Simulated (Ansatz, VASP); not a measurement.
## One calculation of Ir2Pt, two programs

File INCAR:

```
SYSTEM = Ir2Pt
PREC = Accurate ; ENCUT = 600
EDIFF = 1E-6 ; ISMEAR = 0
SIGMA = 0.1 ; LREAL = .False.
LASPH = .True. ; NELM = 100
ALGO = Fast ; ISIF = 3
LWAVE = .False. ; LCHARG = .False.
GGA = PE ; IBRION = 2
NSW = 90 ; EDIFFG = -0.04
```

KPOINTS

```
regular mesh
0
Gamma
  4 4 4
  0 0 0
```

Contents of POSCAR:

```
Ir2Pt
1.0
    0.0000000000      3.4871609446      3.4871609446
    3.4871609446      0.0000000000      3.4871609446
    3.4871609446      3.4871609446      0.0000000000
Ir Pt
4 2
Direct
    0.6250000000      0.6250000000      0.6250000000
    0.1250000000      0.6250000000      0.6250000000
    0.6250000000      0.6250000000      0.1250000000
    0.6250000000      0.1250000000      0.6250000000
    0.0000000000      0.0000000000      0.0000000000
    0.2500000000      0.2500000000      0.2500000000
```

Input for Ansatz:

```yaml
crystal:
  lattice:
    - [0.0, 3.4871609446, 3.4871609446]
    - [3.4871609446, 0.0, 3.4871609446]
    - [3.4871609446, 3.4871609446, 0.0]
  atoms:
    - { symbol: Ir, position: [0.625, 0.625, 0.625] }
    - { symbol: Ir, position: [0.125, 0.625, 0.625] }
    - { symbol: Ir, position: [0.625, 0.625, 0.125] }
    - { symbol: Ir, position: [0.625, 0.125, 0.625] }
    - { symbol: Pt, position: [0.0, 0.0, 0.0] }
    - { symbol: Pt, position: [0.25, 0.25, 0.25] }
basis:
  ecutwfc: 420
kpoints:
  mp_grid: { grid: [4, 4, 4] }
hamiltonian:
  xc: pbe
scf:
  occupations: { method: gaussian, width: 0.1 }
  lower_state_search: "off"
output:
  forces: true
  stress: true
  eigenvalues: true
relax:
  adjacent_minimum: "off"
  f_tol: 0.04
  max_steps: 70
  cell: { stress_tol: 0.4 }
```

Alike in both runs: task relaxation of cell and atoms; functional PBE; k mesh 4 × 4 × 4; occupations gaussian, width 0.1 eV; no spin polarisation.

```csv
,VASP,Ansatz
version,VASP 6.6.1,Ansatz 0.2.0
potentials or method,"VASP PAW PBE potentials, release 64 (Ir, Pt), cutoff 600 eV","scalar-relativistic, plane waves, PAW"
valence electrons in the cell,56,104
```

VASP gave:

* gap on the k mesh at the Fermi level, each at its own relaxed structure (eV): none
* relaxed volume (Å³/atom): 16.07
* relaxed length of the cell vector where the two differ most in proportion (Å): 5.147

Question: What did Ansatz give for the same quantities?

Answer: gap on the k mesh at the Fermi level, each at its own relaxed structure (eV): none; relaxed volume (Å³/atom): 16.05; relaxed length of the cell vector where the two differ most in proportion (Å): 5.145.

A gap of «none» marks a metal or a gap that the smearing closes. VASP's potentials hold 56 valence electrons a cell and Ansatz's 104, so a difference there can come from the potentials and not from the codes.

The k mesh is coarse, so the values compare programs but aren't converged. Neither program's run includes spin-orbit coupling.
